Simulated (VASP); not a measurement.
# Ta (Fd-3m) in VASP: notebook

Runs on Ta. Level: revPBE. Tasks: single point.

Everything below comes from runs of VASP 6.6.1. Logs are shortened: lines on timing, memory, paths and dates and some standing lists are left out, and cuts for length are marked.

## 1. The cell of the first run

The structure is cubic, space group Fd-3m (No. 227). The conventional cell has a = 6.062 Å, b = 6.062 Å, c = 6.062 Å, α = 90.00°, β = 90.00°, γ = 90.00°. Within 3.5 Å of Ta (site symmetry -43m) lie 4 Ta at 2.62 Å.

## 2. Single point, revPBE (volume scaled by 0.96)

INCAR reads:

```
SYSTEM = Ta
  ALGO = Normal
  EDIFF = 1E-6
  ENCUT = 520
  GGA = RE
  ISIF = 2
  ISMEAR = -1
  LASPH = .TRUE.
  LCHARG = .FALSE.
  LREAL = .FALSE.
  LWAVE = .FALSE.
  NBANDS = 18
  NELM = 60
  PREC = Accurate
  SIGMA = 0.1
```

KPOINTS reads:

```
k-points
0
G
  10 10 10
  0 0 0
```

POSCAR reads:

```
Ta
1.0
    0.0000000000      3.0309929092      3.0309929092
    3.0309929092      0.0000000000      3.0309929092
    3.0309929092      3.0309929092      0.0000000000
Ta
2
Direct
    0.1250000000      0.1250000000      0.1250000000
    0.8750000000      0.8750000000      0.8750000000
```

Potentials or basis: VASP PAW PBE potentials, release 64 (Ta_pv).

Launch:

```
> cat potpaw_PBE.64/Ta_pv/POTCAR > POTCAR
> mpirun -np 1 vasp_std > vasp.out
```

OUTCAR:

```text
SYSTEM = Ta
   EDIFF = 1E-6
   ENCUT = 520
   GGA = RE
   ISIF = 2
   ISMEAR = -1
   LASPH = .TRUE.
   LREAL = .FALSE.
   NELM = 60
   PREC = Accurate

 ion  position               nearest neighbor table
   1  0.125  0.125  0.125-   2 2.62   2 2.62   2 2.62   2 2.62
   2  0.875  0.875  0.875-   1 2.62   1 2.62   1 2.62   1 2.62

  LATTYP: Found a face centered cubic cell.
 ALAT       =     6.0619858184

  Lattice vectors:

 A1 = (   0.0000000000,   3.0309929092,   3.0309929092)
 A2 = (   3.0309929092,   0.0000000000,   3.0309929092)
 A3 = (   3.0309929092,   3.0309929092,   0.0000000000)

Analysis of symmetry for initial positions (statically):
=====================================================================
 Subroutine PRICEL returns:
 Original cell was already a primitive cell.

 Routine SETGRP: Setting up the symmetry group for a
 face centered cubic supercell.

 Subroutine GETGRP returns: Found 48 space group operations
 (whereof 12 operations were pure point group operations)
 out of a pool of 48 trial point group operations.

The static configuration has the point symmetry D_3d.
 The point group associated with its full space group is O_h .

Analysis of symmetry for dynamics (positions and initial velocities):
=====================================================================
 Subroutine PRICEL returns:
 Original cell was already a primitive cell.

 Routine SETGRP: Setting up the symmetry group for a
 face centered cubic supercell.

 Subroutine GETGRP returns: Found 48 space group operations
 (whereof 12 operations were pure point group operations)
 out of a pool of 48 trial point group operations.

The dynamic configuration has the point symmetry D_3d.
 The point group associated with its full space group is O_h .

 Subroutine INISYM returns: Found 48 space group operations
 (whereof 12 operations are pure point group operations),
 and found     1 'primitive' translations

----------------------------------------------------------------------------------------

                                     Primitive cell

  volume of cell :      55.6910

  direct lattice vectors                    reciprocal lattice vectors
     0.000000000  3.030992909  3.030992909    -0.164962445  0.164962445  0.164962445
     3.030992909  0.000000000  3.030992909     0.164962445 -0.164962445  0.164962445
     3.030992909  3.030992909  0.000000000     0.164962445  0.164962445 -0.164962445

  length of vectors
     4.286471280  4.286471280  4.286471280     0.285723335  0.285723335  0.285723335

  position of ions in fractional coordinates (direct lattice)
     0.125000000  0.125000000  0.125000000
     0.875000000  0.875000000  0.875000000

  ion indices of the primitive-cell ions
   primitive index   ion index
                 1           1
                 2           2

----------------------------------------------------------------------------------------

 KPOINTS: k-points

Automatic generation of k-mesh.
 Grid dimensions read from file:
 generate k-points for:   10   10   10

 Generating k-lattice:

  Cartesian coordinates                     Fractional coordinates (reciprocal lattice)
    -0.016496244  0.016496244  0.016496244     0.100000000  0.000000000  0.000000000
     0.016496244 -0.016496244  0.016496244     0.000000000  0.100000000  0.000000000
     0.016496244  0.016496244 -0.016496244     0.000000000  0.000000000  0.100000000

  Length of vectors
     0.028572334  0.028572334  0.028572334

  Shift w.r.t. Gamma in fractional coordinates (k-lattice)
     0.000000000  0.000000000  0.000000000

 Subroutine IBZKPT returns following result:
 ===========================================

 Found     47 irreducible k-points:

 Following reciprocal coordinates:
            Coordinates               Weight
  0.000000  0.000000  0.000000      1.000000
  0.100000  0.000000  0.000000      8.000000
  0.200000  0.000000  0.000000      8.000000
  0.300000  0.000000  0.000000      8.000000
  0.400000  0.000000  0.000000      8.000000
  0.500000  0.000000  0.000000      4.000000
[... 16 lines left out ...]
  0.300000  0.300000  0.000000      6.000000
  0.400000  0.300000  0.000000     24.000000
 [... further k-points ...]
   k-points           NKPTS =     47   k-points in BZ     NKDIM =     47   number of bands    NBANDS=     18
   number of dos      NEDOS =    301   number of ions     NIONS =      2
   total plane-waves  NPLWV =  32768
   dimension x,y,z NGX =    32 NGY =   32 NGZ =   32
   dimension x,y,z NGXF=    64 NGYF=   64 NGZF=   64
   ions per type =               2
   NGX,Y,Z   is equivalent  to a cutoff of  12.41, 12.41, 12.41 a.u.
   NGXF,Y,Z  is equivalent  to a cutoff of  24.82, 24.82, 24.82 a.u.
 SYSTEM =  Ta
   PREC   = accura    normal or accurate (medium, high low for compatibility)
   ISTART =      0    job   : 0-new  1-cont  2-samecut
   ICHARG =      2    charge: 1-file 2-atom 10-const
   ISPIN  =      1    spin polarized calculation?
   LNONCOLLINEAR =      F non collinear calculations
   LSORBIT =      F    spin-orbit coupling
   LASPH  =      T    aspherical Exc in radial PAW
   ENCUT  =  520.0 eV  38.22 Ry    6.18 a.u.   7.97  7.97  7.97*2*pi/ulx,y,z
   NELM   =     60;   NELMIN=  2; NELMDL= -5     # of ELM steps
   EDIFF  = 0.1E-05   stopping-criterion for ELM
   LREAL  =      F    real-space projection
   EDIFFG = 0.1E-04   stopping-criterion for IOM
   NSW    =      0    number of steps for IOM
   IBRION =     -1    ionic relax: 0-MD 1-quasi-New 2-CG
   NFREE  =      0    steps in history (QN), initial steepest desc. (CG)
   ISIF   =      2    stress and relaxation
   ISYM   =      2    0-nonsym 1-usesym 2-fastsym
   POTIM  = 0.5000    time-step for ionic-motion
   TEBEG  =    0.0;   TEEND  =   0.0 temperature during run
   PSTRESS=    0.0 pullay stress
   NELECT =      22.0000    total number of electrons
   NUPDOWN=      -1.0000    fix difference up-down
   EMIN   =  10.00;   EMAX   =-10.00  energy-range for DOS
   EFERMI =   0.00;   METHOD = LEGACY
   ISMEAR =    -1;   SIGMA  =   0.10  broadening in eV -4-tet -1-fermi 0-gaus
   EFERMI_NEDOS =   21; number of points for ismear=-14 and -15
   IALGO  =     38    algorithm
   IMIX   =      4    mixing-type and parameters
     AMIX     =   0.40;   BMIX     =  1.00
     AMIX_MAG =   1.60;   BMIX_MAG =  1.00
  volume/ion in A,a.u.               =      27.85       187.91
  Fermi-wavevector in a.u.,A,eV,Ry     =   1.201215  2.269968 19.632089  1.442918
  Thomas-Fermi vector in A             =   2.337030
   LORBIT       =      0    0 simple, 1 ext, 2 COOP (PROOUT), +10 PAW based schemes
   GGA     = RE    functional components
   LHFCALC =     F    Hartree Fock is set to
   AEXX    =    0.0000 exact exchange contribution
   IVDW    =     0    specifies the selected vdW correction
   LEPSILON=     F    determine dielectric tensor
   LRPA    =     F    only Hartree local field effects (RPA)
 non-spin polarized calculation
  energy-cutoff  :      520.00
  volume of cell :       55.69
 maximum number of plane-waves:      1524
   NGX = 15   NGY = 15   NGZ = 15

 number of electron      22.0000000 magnetization

 Free energy of the ion-electron system (eV)
  ---------------------------------------------------
  ext. energy  EPLUGINS =         0.00000000
  ---------------------------------------------------
  free energy    TOTEN  =       -17.16688778 eV

  energy without entropy =      -17.03768727  energy(sigma->0) =      -17.10228753

 E-fermi :   2.1949     XC(G=0): -10.0507

 val. band max:        2.1837965141   @ k =  -0.4000   0.2000   0.1000
 cond. band min:       2.1949606001   @ k =   0.1000   0.1000   0.0000
 fundamental gap:      0.0111640860
 Fermi energy:         2.1948958316

 k-point     1 :       0.0000    0.0000    0.0000
  band No.  band energies     occupation
      1     -31.9667      2.00000
      2     -31.9667      2.00000
      3     -31.9667      2.00000
      4     -31.1276      2.00000
      5     -31.1276      2.00000
      6     -31.1276      2.00000
[... 10 lines left out ...]
     17       8.1194      0.00000
     18      12.1751      0.00000

 k-point     2 :       0.1000    0.0000    0.0000
  band No.  band energies     occupation
      1     -31.9764      2.00000
      2     -31.9764      2.00000
      3     -31.9655      2.00000
      4     -31.1303      2.00000
      5     -31.1172      2.00000
      6     -31.1172      2.00000
[... 10 lines left out ...]
     17       8.0816      0.00000
     18      11.9125      0.00000

 k-point     3 :       0.2000    0.0000    0.0000
  band No.  band energies     occupation
      1     -32.0007      2.00000
      2     -32.0007      2.00000
      3     -31.9626      2.00000
      4     -31.1372      2.00000
      5     -31.0912      2.00000
      6     -31.0912      2.00000
[... 10 lines left out ...]
     17       7.9519      0.00000
     18      11.4031      0.00000

 k-point     4 :       0.3000    0.0000    0.0000
  band No.  band energies     occupation
      1     -32.0290      2.00000
      2     -32.0290      2.00000
      3     -31.9595      2.00000
      4     -31.1450      2.00000
      5     -31.0608      2.00000
      6     -31.0608      2.00000
[... 10 lines left out ...]
     17       7.6895      0.00000
     18       9.3531      0.00000

 k-point     5 :       0.4000    0.0000    0.0000
  band No.  band energies     occupation
      1     -32.0506      2.00000
      2     -32.0506      2.00000
      3     -31.9575      2.00000
      4     -31.1508      2.00000
      5     -31.0375      2.00000
      6     -31.0375      2.00000
[... 10 lines left out ...]
     17       7.2996      0.00000
     18       7.8240      0.00000

 k-point     6 :       0.5000    0.0000    0.0000
  band No.  band energies     occupation
      1     -32.0586      2.00000
      2     -32.0586      2.00000
      3     -31.9568      2.00000
      4     -31.1529      2.00000
      5     -31.0288      2.00000
      6     -31.0288      2.00000
[... 10 lines left out ...]
     17       7.0460      0.00000
     18       7.2343      0.00000

 k-point     7 :       0.1000    0.1000    0.0000
  band No.  band energies     occupation
      1     -31.9879      2.00000
      2     -31.9879      2.00000
      3     -31.9473      2.00000
      4     -31.1499      2.00000
      5     -31.1051      2.00000
      6     -31.1051      2.00000
[... 10 lines left out ...]
     17       8.2395      0.00000
     18      11.8474      0.00000

 k-point     8 :       0.2000    0.1000    0.0000
  band No.  band energies     occupation
      1     -32.0131      2.00000
      2     -32.0123      2.00000
      3     -31.9306      2.00000
      4     -31.1698      2.00000
      5     -31.0796      2.00000
      6     -31.0781      2.00000
[... 10 lines left out ...]
     17       8.2596      0.00000
     18      11.7052      0.00000
[... 229 lines left out ...]
     17       7.3099      0.00000
     18       7.6523      0.00000

 k-point    20 :      -0.4000    0.2000    0.0000
  band No.  band energies     occupation
      1     -32.1416      2.00000
      2     -32.0820      2.00000
      3     -31.8141      2.00000
      4     -31.2947      2.00000
      5     -31.0036      2.00000
      6     -30.9485      2.00000
[... 10 lines left out ...]
     17       7.5259      0.00000
     18       7.6168      0.00000

 k-point    21 :      -0.3000    0.2000    0.0000
  band No.  band energies     occupation
      1     -32.1292      2.00000
      2     -32.0587      2.00000
      3     -31.8453      2.00000
      4     -31.2616      2.00000
      5     -31.0287      2.00000
      6     -30.9610      2.00000
[... 10 lines left out ...]
     17       8.1455      0.00000
     18       8.3650      0.00000

 k-point    22 :      -0.2000    0.2000    0.0000
  band No.  band energies     occupation
      1     -32.0951      2.00000
      2     -32.0302      2.00000
      3     -31.8899      2.00000
      4     -31.2145      2.00000
      5     -31.0593      2.00000
      6     -30.9952      2.00000
[... 10 lines left out ...]
     17       8.3040      0.00000
     18       9.7432      0.00000

 k-point    23 :       0.3000    0.3000    0.0000
  band No.  band energies     occupation
      1     -32.0948      2.00000
      2     -32.0948      2.00000
      3     -31.8022      2.00000
      4     -31.3120      2.00000
      5     -30.9903      2.00000
      6     -30.9903      2.00000
[... 10 lines left out ...]
     17       8.2912      0.00000
     18       9.8659      0.00000

 k-point    24 :       0.4000    0.3000    0.0000
  band No.  band energies     occupation
      1     -32.1225      2.00000
      2     -32.1151      2.00000
      3     -31.7521      2.00000
      4     -31.3646      2.00000
      5     -30.9683      2.00000
      6     -30.9621      2.00000
[... 10 lines left out ...]
     17       8.1456      0.00000
     18       8.8068      0.00000

 [... further k-points ...]

------------------------ aborting loop because EDIFF is reached ----------------------------------------

  FORCE on cell =-STRESS in cart. coord.  units (eV):
  Direction    XX          YY          ZZ          XY          YZ          ZX
  --------------------------------------------------------------------------------------
  -------------------------------------------------------------------------------------
  Total        1.0405751      1.0405751      1.0405751     -0.0000000      0.0000000      0.0000000
  in kB       29.9363792     29.9363792     29.9363792     -0.0000000      0.0000000      0.0000000
  external PRESSURE =      29.9363792 kB  Pullay stress =       0.0000000 kB

 VOLUME and BASIS-vectors are now :
 -----------------------------------------------------------------------------
  energy-cutoff  :      520.00
  volume of cell :       55.69
      direct lattice vectors                 reciprocal lattice vectors
     0.000000000  3.030992909  3.030992909    -0.164962445  0.164962445  0.164962445
     3.030992909  0.000000000  3.030992909     0.164962445 -0.164962445  0.164962445
     3.030992909  3.030992909  0.000000000     0.164962445  0.164962445 -0.164962445

 POSITION                                       TOTAL-FORCE (eV/Angst)
 -----------------------------------------------------------------------------------
      0.75775      0.75775      0.75775         0.000000     -0.000000      0.000000
      5.30424      5.30424      5.30424        -0.000000      0.000000     -0.000000
 -----------------------------------------------------------------------------------
    total drift:                                0.000000      0.000000     -0.000000

  FREE ENERGIE OF THE ION-ELECTRON SYSTEM (eV)
  ---------------------------------------------------
  free  energy   TOTEN  =       -17.1668877802 eV

  energy  without entropy=      -17.0376872698  energy(sigma->0) =      -17.10228753
```

It took 11 s on 1 thread of Intel Xeon 6975P-C (Granite Rapids), shared host; peak memory 0.19 GiB.

What came out:

* Free energy: -17.1669 eV
* Pressure: 3.0 GPa
* Band gap on the k mesh: zero (band 11 reaches 2.64 eV, above the bottom of band 12 at 1.82 eV)

Caveat: the cell differs from its parent crystal (volume scaled by 0.96); the PAW data sets were made with another functional, which shifts forces and pressure a little; spin-orbit coupling is left out, which moves the levels of the heavy elements.

## 3. Single point, revPBE

This run uses another cell than the first one, of 29.01 Å³/atom, 1.042 times its volume.

INCAR reads:

```
ALGO = Normal ; EDIFF = 1E-7
ENCUT = 520 ; GGA = RE
ISIF = 2 ; ISMEAR = -1
LASPH = T ; LCHARG = F
LREAL = F ; LWAVE = F
NBANDS = 18 ; NELM = 100
PREC = Accurate ; SIGMA = 0.1
```

KPOINTS reads:

```
k-points
0
Gamma
  10 10 10
```

POSCAR reads:

```
Ta
1.0
    0.0000000000      3.0725185201      3.0725185201
    3.0725185201      0.0000000000      3.0725185201
    3.0725185201      3.0725185201      0.0000000000
Ta
2
Direct
    0.1250000000      0.1250000000      0.1250000000
    0.8750000000      0.8750000000      0.8750000000
```

Potentials or basis: VASP PAW PBE potentials, release 64 (Ta_pv).

Launch:

```
> cat potpaw_PBE.64/Ta_pv/POTCAR > POTCAR
> mpirun -np 1 vasp_std > vasp.out
```

OUTCAR:

```text
EDIFF = 1E-7
   ENCUT = 520
   GGA = RE
   ISIF = 2
   ISMEAR = -1
   LASPH = T
   LREAL = F
   NELM = 100
   PREC = Accurate

 ion  position               nearest neighbor table
   1  0.125  0.125  0.125-   2 2.66   2 2.66   2 2.66   2 2.66
   2  0.875  0.875  0.875-   1 2.66   1 2.66   1 2.66   1 2.66

  LATTYP: Found a face centered cubic cell.
 ALAT       =     6.1450370402

  Lattice vectors:

[... 688 lines left out ...]
     18       8.3143      0.00000

 [... further k-points ...]

------------------------ aborting loop because EDIFF is reached ----------------------------------------

  FORCE on cell =-STRESS in cart. coord.  units (eV):
  Direction    XX          YY          ZZ          XY          YZ          ZX
  --------------------------------------------------------------------------------------
  -------------------------------------------------------------------------------------
  Total        0.0242740      0.0242740      0.0242740      0.0000000      0.0000000     -0.0000000
  in kB        0.6704061      0.6704061      0.6704061      0.0000000      0.0000000     -0.0000000
  external PRESSURE =       0.6704061 kB  Pullay stress =       0.0000000 kB

 VOLUME and BASIS-vectors are now :
 -----------------------------------------------------------------------------
  energy-cutoff  :      520.00
  volume of cell :       58.01
      direct lattice vectors                 reciprocal lattice vectors
     0.000000000  3.072518520  3.072518520    -0.162732949  0.162732949  0.162732949
     3.072518520  0.000000000  3.072518520     0.162732949 -0.162732949  0.162732949
     3.072518520  3.072518520  0.000000000     0.162732949  0.162732949 -0.162732949

 POSITION                                       TOTAL-FORCE (eV/Angst)
 -----------------------------------------------------------------------------------
      0.76813      0.76813      0.76813         0.000000      0.000000      0.000000
      5.37691      5.37691      5.37691        -0.000000     -0.000000     -0.000000
 -----------------------------------------------------------------------------------
    total drift:                                0.000000      0.000000     -0.000000

  FREE ENERGIE OF THE ION-ELECTRON SYSTEM (eV)
  ---------------------------------------------------
  free  energy   TOTEN  =       -17.1889965633 eV

  energy  without entropy=      -17.0562640546  energy(sigma->0) =      -17.12263031
```

stdout:

```text
POSCAR found type information on POSCAR Ta
 POSCAR found :  1 types and       2 ions
 scaLAPACK will be used
 -----------------------------------------------------------------------------
|                                                                             |
|                                                                             |
|     You enforced a specific xc type in the INCAR file but a different       |
|     I HOPE YOU KNOW WHAT YOU ARE DOING!                                     |
|                                                                             |
 -----------------------------------------------------------------------------

 LDA part: xc-table for (Slater+PW92), standard interpolation
 POSCAR, INCAR and KPOINTS ok, starting setup
 FFT: planning ... GRIDC
 FFT: planning ... GRID_SOFT
 FFT: planning ... GRID
 WAVECAR not read
 entering main loop
```

Run time: 13 s. Hardware: 1 thread of Intel Xeon 6975P-C (Granite Rapids), shared host; peak memory 0.19 GiB.

What came out:

| Property | Result |
| --- | --- |
| Free energy | -17.1890 eV |
| Pressure | 0.1 GPa |
| Band gap on the k mesh | zero (band 11 reaches 2.41 eV, above the bottom of band 12 at 1.62 eV) |

Levels at points of the mesh, in eV from the Fermi level:
| k point | band 7 | band 8 | band 9 | band 10 | band 11 | band 12 | band 13 | band 14 | band 15 | band 16 |
| --- | --- | --- | --- | --- | --- | --- | --- | --- | --- | --- |
| (0.00, 0.00, 0.00) | -5.53 | -0.91 | -0.91 | -0.30 | -0.30 | -0.30 | 1.97 | 1.97 | 1.97 | 5.66 |
| (0.50, 0.00, 0.00) | -3.16 | -1.11 | -0.79 | -0.79 | -0.34 | -0.34 | -0.21 | 3.07 | 3.07 | 4.65 |
| (0.50, 0.50, 0.00) | -1.85 | -1.85 | -1.12 | -1.12 | -0.24 | -0.24 | 1.79 | 1.79 | 4.15 | 4.15 |

Caveat: the PAW data sets were made with another functional, which shifts forces and pressure a little; spin-orbit coupling is left out, which moves the levels of the heavy elements.
